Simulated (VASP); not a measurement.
# La2NbO5 (I4mm) in VASP: further runs, part 2 of 2

VASP 6.6.1. The steps go on from the part before.

## (3) Relaxation of cell and atoms, PBE

This run uses another cell than the first one, of 14.63 Å³/atom.

File INCAR:

```
SYSTEM = La2NbO5
ALGO     = Normal         ! electronic algorithm
EDIFF    = 1E-6           ! SCF threshold, eV
EDIFFG   = -0.08          ! ionic threshold
ENCUT    = 600            ! plane-wave cutoff, eV
GGA      = PE             ! functional
IBRION   = 2              ! ionic algorithm
ISIF     = 3              ! what is computed and relaxed
ISMEAR   = 0              ! smearing method
LASPH    = .TRUE.         ! aspherical terms in the spheres
LCHARG   = .FALSE.        ! write CHGCAR
LREAL    = .FALSE.        ! projectors in reciprocal space
LWAVE    = .FALSE.        ! write WAVECAR
NELM     = 80             ! most SCF steps
NSW      = 36             ! ionic steps
PREC     = Accurate       ! precision mode
SIGMA    = 0.15           ! smearing width, eV
```

File KPOINTS:

```
k-points
0
G
  4 4 4
  0 0 0
```

File POSCAR:

```
La2NbO5
1.0
   -1.9750000000      1.9750000000      7.5000000000
    1.9750000000     -1.9750000000      7.5000000000
    1.9750000000      1.9750000000     -7.5000000000
La Nb O
2 1 5
Direct
    0.3280000000      0.3280000000      0.0000000000
    0.6720000000      0.6720000000      0.0000000000
    0.0000000000      0.0000000000      0.0000000000
    0.1250000000      0.1250000000      0.0000000000
    0.4900000000      0.9900000000      0.5000000000
    0.9900000000      0.4900000000      0.5000000000
    0.2500000000      0.7500000000      0.5000000000
    0.7500000000      0.2500000000      0.5000000000
```

Potentials or basis: VASP PAW PBE potentials, release 64 (La, Nb_sv, O).

The run is started by

```sh
cat potpaw_PBE.64/La/POTCAR potpaw_PBE.64/Nb_sv/POTCAR potpaw_PBE.64/O/POTCAR > POTCAR
mpirun -np 1 vasp_std > vasp.out
```

OUTCAR:

```text
SYSTEM = La2NbO5
   EDIFF = 1E-6
   EDIFFG = -0.08
   ENCUT = 600
   GGA = PE
   IBRION = 2
   ISIF = 3
   ISMEAR = 0
   LASPH = .TRUE.
   LREAL = .FALSE.
   NELM = 80
   NSW = 36
   PREC = Accurate

 ion  position               nearest neighbor table
   1  0.328  0.328  0.000-   7 2.30   8 2.30   7 2.30   8 2.30   2 3.64   2 3.64   2 3.64   2 3.64

   2  0.672  0.672  0.000-   7 2.30   8 2.30   7 2.30   8 2.30   1 3.64   1 3.64   1 3.64   1 3.64

   3  0.000  0.000  0.000-   4 1.88   5 1.98   6 1.98   6 1.98   5 1.98
   4  0.125  0.125  0.000-   3 1.88
   5  0.490  0.990  0.500-   3 1.98   3 1.98
   6  0.990  0.490  0.500-   3 1.98   3 1.98
   7  0.250  0.750  0.500-   1 2.30   2 2.30   1 2.30   2 2.30
   8  0.750  0.250  0.500-   1 2.30   2 2.30   1 2.30   2 2.30

  LATTYP: Found a body centered tetragonal cell.
 ALAT       =     3.9500000000
 C/A-ratio  =     3.7974683544

  Lattice vectors:

 A1 = (  -1.9750000000,   1.9750000000,   7.5000000000)
 A2 = (   1.9750000000,  -1.9750000000,   7.5000000000)
 A3 = (   1.9750000000,   1.9750000000,  -7.5000000000)

Analysis of symmetry for initial positions (statically):
=====================================================================
 Subroutine PRICEL returns:
 Original cell was already a primitive cell.

 Routine SETGRP: Setting up the symmetry group for a
 body centered tetragonal supercell.

 Subroutine GETGRP returns: Found  8 space group operations
 (whereof  8 operations were pure point group operations)
 out of a pool of 16 trial point group operations.

The static configuration has the point symmetry C_4v.

Analysis of symmetry for dynamics (positions and initial velocities):
=====================================================================
 Subroutine PRICEL returns:
 Original cell was already a primitive cell.

 Routine SETGRP: Setting up the symmetry group for a
 body centered tetragonal supercell.

 Subroutine GETGRP returns: Found  8 space group operations
 (whereof  8 operations were pure point group operations)
 out of a pool of 16 trial point group operations.

The dynamic configuration has the point symmetry C_4v.

 Subroutine INISYM returns: Found  8 space group operations
 (whereof  8 operations are pure point group operations),
 and found     1 'primitive' translations

----------------------------------------------------------------------------------------

                                     Primitive cell

  volume of cell :     117.0188

  direct lattice vectors                    reciprocal lattice vectors
    -1.975000000  1.975000000  7.500000000     0.000000000  0.253164557  0.066666667
     1.975000000 -1.975000000  7.500000000     0.253164557  0.000000000  0.066666667
     1.975000000  1.975000000 -7.500000000     0.253164557  0.253164557  0.000000000

  length of vectors
     8.003202484  8.003202484  8.003202484     0.261795220  0.261795220  0.358028750

  position of ions in fractional coordinates (direct lattice)
     0.328000000  0.328000000  0.000000000
     0.672000000  0.672000000  0.000000000
     0.000000000  0.000000000  0.000000000
     0.125000000  0.125000000  0.000000000
     0.490000000  0.990000000  0.500000000
     0.990000000  0.490000000  0.500000000
     0.250000000  0.750000000  0.500000000
     0.750000000  0.250000000  0.500000000

  ion indices of the primitive-cell ions
[... 44 lines left out ...]
  0.500000  0.500000  0.000000      2.000000
  0.250000  0.250000  0.250000      2.000000
 -0.250000  0.250000  0.250000      4.000000
  0.500000  0.500000  0.250000      4.000000
 -0.250000  0.500000  0.250000      8.000000
 -0.250000 -0.250000  0.250000      2.000000
  0.500000  0.500000  0.500000      1.000000
   k-points           NKPTS =     13   k-points in BZ     NKDIM =     13   number of bands    NBANDS=     39
   number of dos      NEDOS =    301   number of ions     NIONS =      8
   total plane-waves  NPLWV = 262144
   dimension x,y,z NGX =    64 NGY =   64 NGZ =   64
   dimension x,y,z NGXF=   128 NGYF=  128 NGZF=  128
   ions per type =               2   1   5
   NGX,Y,Z   is equivalent  to a cutoff of  13.29, 13.29, 13.29 a.u.
   NGXF,Y,Z  is equivalent  to a cutoff of  26.59, 26.59, 26.59 a.u.
 SYSTEM =  La2NbO5
   PREC   = accura    normal or accurate (medium, high low for compatibility)
   ISTART =      0    job   : 0-new  1-cont  2-samecut
   ICHARG =      2    charge: 1-file 2-atom 10-const
   ISPIN  =      1    spin polarized calculation?
   LNONCOLLINEAR =      F non collinear calculations
   LSORBIT =      F    spin-orbit coupling
   LASPH  =      T    aspherical Exc in radial PAW
   ENCUT  =  600.0 eV  44.10 Ry    6.64 a.u.  15.98 15.98 15.98*2*pi/ulx,y,z
   NELM   =     80;   NELMIN=  2; NELMDL= -5     # of ELM steps
   EDIFF  = 0.1E-05   stopping-criterion for ELM
   LREAL  =      F    real-space projection
   EDIFFG = -.8E-01   stopping-criterion for IOM
   NSW    =     36    number of steps for IOM
   IBRION =      2    ionic relax: 0-MD 1-quasi-New 2-CG
   NFREE  =      1    steps in history (QN), initial steepest desc. (CG)
   ISIF   =      3    stress and relaxation
   ISYM   =      2    0-nonsym 1-usesym 2-fastsym
   POTIM  = 0.5000    time-step for ionic-motion
   TEBEG  =    0.0;   TEEND  =   0.0 temperature during run
   PSTRESS=    0.0 pullay stress
   NELECT =      65.0000    total number of electrons
   NUPDOWN=      -1.0000    fix difference up-down
   EMIN   =  10.00;   EMAX   =-10.00  energy-range for DOS
   EFERMI =   0.00;   METHOD = LEGACY
   ISMEAR =     0;   SIGMA  =   0.15  broadening in eV -4-tet -1-fermi 0-gaus
   EFERMI_NEDOS =   21; number of points for ismear=-14 and -15
   IALGO  =     38    algorithm
   IMIX   =      4    mixing-type and parameters
     AMIX     =   0.40;   BMIX     =  1.00
     AMIX_MAG =   1.60;   BMIX_MAG =  1.00
  volume/ion in A,a.u.               =      14.63        98.71
  Fermi-wavevector in a.u.,A,eV,Ry     =   1.345739  2.543078 24.640329  1.811013
  Thomas-Fermi vector in A             =   2.473627
   LORBIT       =      0    0 simple, 1 ext, 2 COOP (PROOUT), +10 PAW based schemes
   GGA     = PE    functional components
   LHFCALC =     F    Hartree Fock is set to
   AEXX    =    0.0000 exact exchange contribution
   IVDW    =     0    specifies the selected vdW correction
   LEPSILON=     F    determine dielectric tensor
   LRPA    =     F    only Hartree local field effects (RPA)
 conjugate gradient relaxation of ions
 non-spin polarized calculation
 Gauss-broadening in eV      SIGMA  =   0.15
  energy-cutoff  :      600.00
  volume of cell :      117.02
 maximum number of plane-waves:      3930
   NGX = 31   NGY = 31   NGZ = 31

--------------------------------------- Ionic step        1  -------------------------------------------

 number of electron      65.0000003 magnetization

 Free energy of the ion-electron system (eV)
  ---------------------------------------------------
  ext. energy  EPLUGINS =         0.00000000
  ---------------------------------------------------
  free energy    TOTEN  =       -68.50949230 eV

  energy without entropy =      -68.47124520  energy(sigma->0) =      -68.49036875

------------------------ aborting loop because EDIFF is reached ----------------------------------------

  FORCE on cell =-STRESS in cart. coord.  units (eV):
  Direction    XX          YY          ZZ          XY          YZ          ZX
  --------------------------------------------------------------------------------------
  -------------------------------------------------------------------------------------
  Total        7.8448445      7.8448445      3.9328656      0.0000000      0.0000000      0.0000000
  in kB      107.4087022    107.4087022     53.8473371      0.0000000      0.0000000      0.0000000
  external PRESSURE =      89.5549139 kB  Pullay stress =       0.0000000 kB
[... 107 lines left out ...]
  FREE ENERGIE OF THE ION-ELECTRON SYSTEM (eV)
  ---------------------------------------------------
  free  energy   TOTEN  =       -68.8838057961 eV

  energy  without entropy=      -68.8293276564  energy(sigma->0) =      -68.85656673

[... ionic steps 4 to 22 ...]

--------------------------------------- Ionic step       23  -------------------------------------------

 number of electron      64.9999999 magnetization

------------------------ aborting loop because EDIFF is reached ----------------------------------------
[... 79 lines left out ...]
--------------------------------------- Ionic step       25  -------------------------------------------

 number of electron      64.9999995 magnetization

 Free energy of the ion-electron system (eV)
  ---------------------------------------------------
  ext. energy  EPLUGINS =         0.00000000
  ---------------------------------------------------
  free energy    TOTEN  =       -69.46157575 eV

  energy without entropy =      -69.40445427  energy(sigma->0) =      -69.43301501

 E-fermi :   8.4366     XC(G=0): -10.3284

 val. band max:        8.4181614545   @ k =   0.2500  -0.0000   0.0000
 cond. band min:       8.4841283124   @ k =   0.5000   0.5000   0.2500
 fundamental gap:      0.0659668579
 Fermi energy:         8.4366386499

 k-point     1 :       0.0000    0.0000    0.0000
  band No.  band energies     occupation
      1     -48.8809      2.00000
      2     -25.3320      2.00000
      3     -24.9167      2.00000
      4     -24.9167      2.00000
      5     -24.6683      2.00000
      6     -24.1303      2.00000
[... 570 lines left out ...]
  FREE ENERGIE OF THE ION-ELECTRON SYSTEM (eV)
  ---------------------------------------------------
  free  energy   TOTEN  =       -69.4615757504 eV

  energy  without entropy=      -69.4044542713  energy(sigma->0) =      -69.43301501

 reached required accuracy - stopping structural energy minimisation
```

Run time: 53 min. Hardware: 1 thread of Intel Xeon 6975P-C (Granite Rapids), shared host; peak memory 0.74 GiB.

What came out:

```yaml
Free_energy: -69.4616 eV
Relaxed_volume: 15.70 Å³/atom
Relaxed_cell: a = 8.435 Å, b = 8.435 Å, c = 8.435 Å, α = 152.75°, β = 152.75°, γ = 38.92°
Space_group_after_relaxing_to_0.1_Å: I4mm (No. 107)
Energy_gained_by_relaxing: 119.0 meV/atom
Ionic_steps: 25
Pressure_after_relaxing: 0.2 GPa
Largest_force_after_relaxing: 0.069 eV/Å
Band_gap_on_the_k_mesh: zero (an odd number of electrons rules out a gap without spin polarisation)
```

Forces on the atoms (eV/Å):
```
La   0.000  0.000  0.069
La   0.000  0.000  0.009
Nb   0.000  0.000 -0.026
O    0.000  0.000 -0.003
O    0.000  0.000 -0.025
O    0.000  0.000 -0.025
O    0.000  0.000  0.001
O    0.000  0.000  0.001
```

Stress tensor (GPa, compression positive):
```
0.34 0.00 0.00
0.00 0.34 0.00
0.00 0.00 0.01
```

Step by step:
```
step  energy change (eV)  largest force (eV/Å)  pressure (GPa)  volume (Å³)
   1              0.0000                1.9270            8.96       117.02
   2             -0.0661                1.9119           -8.13       131.40
   3             -0.3743                0.6765           -1.36       124.10
   4             -0.3744                0.6872           -1.21       123.96
   5             -0.4542                0.5793           -0.43       122.88
   6             -0.5875                1.3253            2.18       119.66
   7             -0.6338                1.0563            1.28       119.97
   8             -0.6815                1.4802           -0.56       120.70
   9             -0.7267                1.4276           -0.45       120.82
  10             -0.8268                1.3074            0.08       121.19
  11             -0.8431                1.2250            1.96       121.93
  12             -0.8690                1.2442            0.94       121.58
  13             -0.9016                0.3007            1.09       122.32
  14             -0.9020                0.4329            1.11       122.40
  15             -0.9160                0.3036            0.07       123.53
  16             -0.9233                0.3255           -1.30       125.08
  17             -0.9346                0.1868           -0.82       125.06
  18             -0.9431                0.1330            0.01       125.02
  19             -0.9432                0.1454            0.13       125.01
  20             -0.9454                0.1077            0.10       125.12
  21             -0.9481                0.1339           -0.04       125.45
  22             -0.9495                0.0922            0.01       125.47
  23             -0.9504                0.1606            0.09       125.49
  24             -0.9512                0.0911            0.14       125.54
  25             -0.9521                0.0695            0.23       125.61
```

Final structure:
```
CELL_PARAMETERS angstrom
-1.98706 1.98706 7.95339
1.98706 -1.98706 7.95339
1.98706 1.98706 -7.95339
ATOMIC_POSITIONS crystal
La 0.34954 0.34954 0.00000
La 0.68943 0.68943 0.00000
Nb 0.99430 0.99430 0.00000
O 0.11012 0.11012 0.00000
O 0.46555 0.96555 0.50000
O 0.96555 0.46555 0.50000
O 0.26525 0.76525 0.50000
O 0.76525 0.26525 0.50000
```

Levels at points of the mesh, in eV from the Fermi level:
```tsv
k point	band 31	band 32	band 33	band 34	band 35	band 36
(0.00, 0.00, 0.00)	-3.51	-3.51	-1.03	0.48	1.29	1.29
(0.50, 0.00, 0.00)	-3.82	-3.67	0.75	0.87	0.87	1.12
(0.50, 0.50, 0.00)	-3.63	-3.48	-0.39	1.05	1.10	1.56
(0.50, 0.50, 0.50)	-3.50	-3.50	-1.03	1.14	1.24	1.24
```

Caveat: the k points lie up to 0.41 Å⁻¹ apart in the final cell, too coarse for converged energies and pressures of a metal; spin-orbit coupling is left out, which moves the levels of the heavy elements; an odd number of electrons without spin polarisation forces a metal; a magnetic or distorted state may lie lower; the relaxation stopped at a loose force limit of 0.08 eV/Å, so its end isn't a converged minimum.

The gap in the log of VASP goes by the Fermi energy; the results here count the filled bands.